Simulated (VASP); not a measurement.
# MnO (R-3m) in VASP: single point with PBE

Aim: the single point of MnO with PBE.

Everything below comes from runs of VASP 6.6.1. Logs are shortened: lines on timing, memory, paths and dates and some standing lists are left out, and cuts for length are marked.

## (1) The cell of the first run

Symmetry: R-3m, No. 166, trigonal system. Conventional cell: a = 3.183 Å, b = 3.183 Å, c = 7.444 Å, α = 90.00°, β = 90.00°, γ = 120.00°. Mn (site symmetry -3m) has 6 O at 2.22 Å within 2.9 Å. Within 2.9 Å of O (site symmetry -3m) lie 6 Mn at 2.22 Å.

## (2) Single point, PBE, collinear spin, antiferromagnetic start

INCAR reads:

```
  PREC = Accurate
  ENCUT = 520
  EDIFF = 1E-6
  ISMEAR = 0
  SIGMA = 0.01
  LREAL = False
  LASPH = True
  NELM = 150
  ALGO = Normal
  ISIF = 2
  LWAVE = False
  LCHARG = False
  ISPIN = 2
  MAGMOM = 5 -5 0 0
  LORBIT = 11
  LMAXMIX = 4
  GGA = PE
  NBANDS = 31
```

KPOINTS reads:

```
regular mesh
0
Gamma
  10 10 10
```

POSCAR reads:

```
MnO
1.0
    2.1151272672      2.1151272672      4.3655916801
    4.3655916801      2.1151272672      2.1151272672
    2.1151272672      4.3655916801      2.1151272672
Mn O
2 2
Direct
    0.0000000000      0.0000000000      0.0000000000
    0.5000000000      0.5000000000      0.5000000000
    0.2500000000      0.2500000000      0.2500000000
    0.7500000000      0.7500000000      0.7500000000
```

Potentials or basis: VASP PAW PBE potentials, release 64 (Mn_pv, O).

Launch:

```bash
$ cat potpaw_PBE.64/Mn_pv/POTCAR potpaw_PBE.64/O/POTCAR > POTCAR
$ mpirun -np 1 vasp_std > vasp.out
```

OUTCAR:

```text
PREC = Accurate
   ENCUT = 520
   EDIFF = 1E-6
   ISMEAR = 0
   LREAL = False
   LASPH = True
   NELM = 150
   ISIF = 2
   ISPIN = 2
   LORBIT = 11
   GGA = PE

 ion  position               nearest neighbor table
   1  0.000  0.000  0.000-   4 2.22   4 2.22   4 2.22   3 2.22   3 2.22   3 2.22   2 3.09   2 3.09
                             2 3.09   2 3.09   2 3.09   2 3.09
   2  0.500  0.500  0.500-   3 2.22   3 2.22   3 2.22   4 2.22   4 2.22   4 2.22   1 3.09   1 3.09
                             1 3.09   1 3.09   1 3.09   1 3.09
   3  0.250  0.250  0.250-   1 2.22   1 2.22   1 2.22   2 2.22   2 2.22   2 2.22
   4  0.750  0.750  0.750-   2 2.22   2 2.22   2 2.22   1 2.22   1 2.22   1 2.22

  LATTYP: Found a trigonal (rhomboedric) cell.
 ALAT       =     5.2920617372
 COS(alpha) =     0.8191600012

  Lattice vectors:

 A1 = (   2.1151272672,   2.1151272672,   4.3655916801)
 A2 = (   4.3655916801,   2.1151272672,   2.1151272672)
 A3 = (   2.1151272672,   4.3655916801,   2.1151272672)

Analysis of symmetry for initial positions (statically):
=====================================================================
 Subroutine PRICEL returns following result:

  LATTYP: Found a trigonal (rhomboedric) cell.
 ALAT       =     3.0876810707
 COS(alpha) =     0.4687738702
[... 12 lines left out ...]
 Subroutine GETGRP returns: Found 12 space group operations
 (whereof 12 operations were pure point group operations)
 out of a pool of 12 trial point group operations.

The static configuration has the point symmetry D_3d.

Analysis of symmetry for dynamics (positions and initial velocities):
=====================================================================
 Subroutine PRICEL returns following result:

  LATTYP: Found a trigonal (rhomboedric) cell.
 ALAT       =     3.0876810707
 COS(alpha) =     0.4687738702
[... 12 lines left out ...]
 Subroutine GETGRP returns: Found 12 space group operations
 (whereof 12 operations were pure point group operations)
 out of a pool of 12 trial point group operations.

The dynamic configuration has the point symmetry D_3d.

Analysis of structural, dynamic, and magnetic symmetry:
=====================================================================
 Subroutine PRICEL returns following result:

  LATTYP: Found a trigonal (rhomboedric) cell.
 ALAT       =     3.0876810707
 COS(alpha) =     0.4687738702
[... 12 lines left out ...]
 Subroutine GETGRP returns: Found 12 space group operations
 (whereof 12 operations were pure point group operations)
 out of a pool of 12 trial point group operations.
[... 127 lines left out ...]
   LHFCALC =     F    Hartree Fock is set to
   AEXX    =    0.0000 exact exchange contribution
   IVDW    =     0    specifies the selected vdW correction
   LEPSILON=     F    determine dielectric tensor
   LRPA    =     F    only Hartree local field effects (RPA)
 spin polarized calculation
 Gauss-broadening in eV      SIGMA  =   0.01
  energy-cutoff  :      520.00
  volume of cell :       43.53
 maximum number of plane-waves:      1185
   NGX = 19   NGY = 19   NGZ = 19

 number of electron      38.0000004 magnetization      -0.0000000

 number of electron      38.0000004 magnetization       0.0000000

 Free energy of the ion-electron system (eV)
  ---------------------------------------------------
  ext. energy  EPLUGINS =         0.00000000
  ---------------------------------------------------
  free energy    TOTEN  =       -33.13153248 eV

  energy without entropy =      -33.13153248  energy(sigma->0) =      -33.13153248

 E-fermi :   7.1149     XC(G=0): -11.9065

 val. band max:        6.9347250503   @ k =   0.5000   0.5000   0.5000
 cond. band min:       7.8167327941   @ k =   0.0000   0.0000   0.0000
 fundamental gap:      0.8820077438
 Fermi energy:         7.1148552994

 spin component 1

 k-point     1 :       0.0000    0.0000    0.0000
  band No.  band energies     occupation
      1     -42.7893      1.00000
      2     -42.7237      1.00000
      3     -42.7237      1.00000
      4     -38.1109      1.00000
      5     -38.0569      1.00000
      6     -38.0569      1.00000
[... 805 lines left out ...]
     30      20.1778      0.00000
     31      21.2759      0.00000

 [... further k-points ...]

 spin component 2

 k-point     1 :       0.0000    0.0000    0.0000
  band No.  band energies     occupation
      1     -42.7893      1.00000
      2     -42.7237      1.00000
      3     -42.7237      1.00000
      4     -38.1109      1.00000
      5     -38.0569      1.00000
      6     -38.0569      1.00000
[... 805 lines left out ...]
     30      20.1778      0.00000
     31      21.2759      0.00000

 [... further k-points ...]

------------------------ aborting loop because EDIFF is reached ----------------------------------------

  FORCE on cell =-STRESS in cart. coord.  units (eV):
  Direction    XX          YY          ZZ          XY          YZ          ZX
  --------------------------------------------------------------------------------------
  -------------------------------------------------------------------------------------
  Total        0.0689455      0.0689455      0.0689455      0.0073290      0.0073290      0.0073290
  in kB        2.5373673      2.5373673      2.5373673      0.2697270      0.2697270      0.2697270
  external PRESSURE =       2.5373673 kB  Pullay stress =       0.0000000 kB

 VOLUME and BASIS-vectors are now :
 -----------------------------------------------------------------------------
  energy-cutoff  :      520.00
  volume of cell :       43.53
      direct lattice vectors                 reciprocal lattice vectors
     2.115127267  2.115127267  4.365591680    -0.109339156 -0.109339156  0.335013571
     4.365591680  2.115127267  2.115127267     0.335013571 -0.109339156 -0.109339156
     2.115127267  4.365591680  2.115127267    -0.109339156  0.335013571 -0.109339156

 POSITION                                       TOTAL-FORCE (eV/Angst)
 -----------------------------------------------------------------------------------
      0.00000      0.00000      0.00000        -0.000000      0.000000     -0.000000
      4.29792      4.29792      4.29792         0.000000      0.000000     -0.000000
      2.14896      2.14896      2.14896        -0.000000      0.000000     -0.000000
      6.44688      6.44688      6.44688         0.000000     -0.000000      0.000000
 -----------------------------------------------------------------------------------
    total drift:                               -0.000000     -0.000000      0.000000

  FREE ENERGIE OF THE ION-ELECTRON SYSTEM (eV)
  ---------------------------------------------------
  free  energy   TOTEN  =       -33.1315324805 eV

  energy  without entropy=      -33.1315324805  energy(sigma->0) =      -33.13153248

 total charge

# of ion       s       p       d       tot
------------------------------------------
    1        0.202   6.178   4.983  11.362
    2        0.202   6.178   4.983  11.362
    3        1.562   3.419   0.000   4.981
    4        1.562   3.419   0.000   4.981
--------------------------------------------------
tot          3.527  19.194   9.965  32.686

 magnetization (x)

# of ion       s       p       d       tot
------------------------------------------
    1        0.017   0.017   4.286   4.320
    2       -0.017  -0.017  -4.286  -4.320
    3        0.000   0.000   0.000   0.000
    4        0.000   0.000   0.000   0.000
--------------------------------------------------
tot         -0.000   0.000   0.000  -0.000
```

OSZICAR:

```text
N       E                     dE             d eps       ncg     rms          rms(c)
DAV:   1     0.442768702729E+03    0.44277E+03   -0.21047E+04 14648   0.151E+03
DAV:   2    -0.378117486140E+01   -0.44655E+03   -0.41938E+03 15028   0.448E+02
DAV:   3    -0.373619038792E+02   -0.33581E+02   -0.33040E+02 16107   0.132E+02
DAV:   4    -0.378504513243E+02   -0.48855E+00   -0.48797E+00 15364   0.168E+01
DAV:   5    -0.378560919572E+02   -0.56406E-02   -0.56405E-02 16470   0.185E+00    0.201E+01
DAV:   6    -0.333129930216E+02    0.45431E+01   -0.16961E+01 17143   0.410E+01    0.166E+01
DAV:   7    -0.331510386778E+02    0.16195E+00   -0.26259E+00 15385   0.185E+01    0.107E+01
DAV:   8    -0.331472775499E+02    0.37611E-02   -0.37094E-01 16246   0.376E+00    0.631E+00
DAV:   9    -0.331298589884E+02    0.17419E-01   -0.40048E-02 15623   0.248E+00    0.137E+00
DAV:  10    -0.331312499221E+02   -0.13909E-02   -0.15253E-02 15091   0.120E+00    0.216E-01
DAV:  11    -0.331314307633E+02   -0.18084E-03   -0.40816E-04 16316   0.172E-01    0.791E-02
DAV:  12    -0.331315037102E+02   -0.72947E-04   -0.23211E-05 15511   0.447E-02    0.426E-02
DAV:  13    -0.331315318977E+02   -0.28188E-04   -0.15402E-05 14923   0.388E-02    0.168E-02
DAV:  14    -0.331315324805E+02   -0.58277E-06   -0.25781E-06 14081   0.212E-02
   1 F= -.33131532E+02 E0= -.33131532E+02  d E =-.137151-145  mag=     0.0000
```

stdout:

```text
POSCAR found type information on POSCAR MnO
 POSCAR found :  2 types and       4 ions
 scaLAPACK will be used
 LDA part: xc-table for (Slater+PW92), standard interpolation
 POSCAR, INCAR and KPOINTS ok, starting setup
 FFT: planning ... GRIDC
 FFT: planning ... GRID_SOFT
 FFT: planning ... GRID
 WAVECAR not read
 entering main loop
```

Run time: 17 min. Hardware: 1 thread of AMD EPYC 7R13, shared host; peak memory 0.39 GiB.

Results:

- Free energy: -33.1315 eV
- Pressure: 0.3 GPa
- Band gap on the k mesh: 0.88 eV
- Net moment: 0.00 μB per cell
- Site moments: Mn +4.32, -4.32; O +0.00 μB
- Valence electrons inside the program's atomic spheres: Mn 11.36; O 4.98
